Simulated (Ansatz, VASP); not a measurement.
# Si in VASP and in Ansatz

```xyz
8
Lattice="7.1118 -1.9786 0.0527 7.1118 1.9786 0.0527 -0.7206 0.0000 6.0244" Properties=species:S:1:pos:R:3 pbc="T T T"
Si    0.1618    0.2555    5.2720
Si   13.3412    0.2555    0.8580
Si    7.4833    0.2831    3.9968
Si    6.0198    0.2831    2.1332
Si    2.9870   -0.7143    0.3663
Si   10.5161   -0.7143    5.7637
Si    9.9190    0.1757    3.6046
Si    3.5841    0.1757    2.5253
```

Change from the starting cell: mode 4 frozen in at -0.698 Å, strain +e along z and -e/2 along x and y -0.0467.

Alike in both runs: task single point; functional PBE; k mesh 10 × 10 × 6; occupations gaussian, width 0.03 eV; no spin polarisation.

```csv
,VASP,Ansatz
version,VASP 6.6.1,Ansatz 0.2.0
potentials or method,"VASP PAW PBE potentials, release 64 (Si), cutoff 520 eV","scalar-relativistic, plane waves, PAW"
valence electrons in the cell,32,32
```

```tsv
	VASP	Ansatz	Ansatz less VASP
gap on the k mesh at the Fermi level (eV)	none	none	-
pressure (GPa)	-2.8	-2.7	+0.05
traceless stress, the component that is largest in VASP (GPa)	4.76	4.75	-0.013
rms of the force components (eV/Å)	0.555	0.556	+0.0005
```

Atom by atom the forces differ by 0.002 eV/Å (rms over components). A gap of «none» marks a metal or a gap that the smearing closes.
